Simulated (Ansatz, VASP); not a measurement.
# One calculation of InSe, two programs

```xyz
8
Lattice="4.0266 0.0000 0.0000 -2.0133 3.4871 0.0000 0.0000 0.0000 28.2707" Properties=species:S:1:pos:R:3 pbc="T T T"
Se    0.0000    0.0000    4.5000
Se    0.0000    0.0000    9.8854
Se    1.5659    0.3875   12.9954
Se    1.5659    0.3875   18.3807
In    2.0133    1.1624    5.7954
In    2.0133    1.1624    8.5899
In   -0.4474   -0.7749   14.2908
In   -0.4474   -0.7749   17.0853
```

Alike in both runs: task single point; functional PBE; dispersion D3(BJ); k mesh 9 × 9 × 1; occupations gaussian, width 0.05 eV; no spin polarisation.

|  | VASP | Ansatz |
| --- | --- | --- |
| version | VASP 6.6.1 | Ansatz 0.2.0 |
| potentials or method | VASP PAW PBE potentials, release 64 (Se, In_d), cutoff 520 eV | scalar-relativistic, plane waves, PAW |
| valence electrons in the cell | 76 | 116 |

```tsv
	VASP	Ansatz	Ansatz less VASP
gap on the k mesh at the Fermi level (eV)	1.05	1.06	+0.011
least direct gap on the mesh (eV)	1.11	1.12	+0.009
rms of the force components (eV/Å)	0.026	0.028	+0.0020
```

VASP's potentials hold 76 valence electrons a cell and Ansatz's 116, so a difference there can come from the potentials and not from the codes.
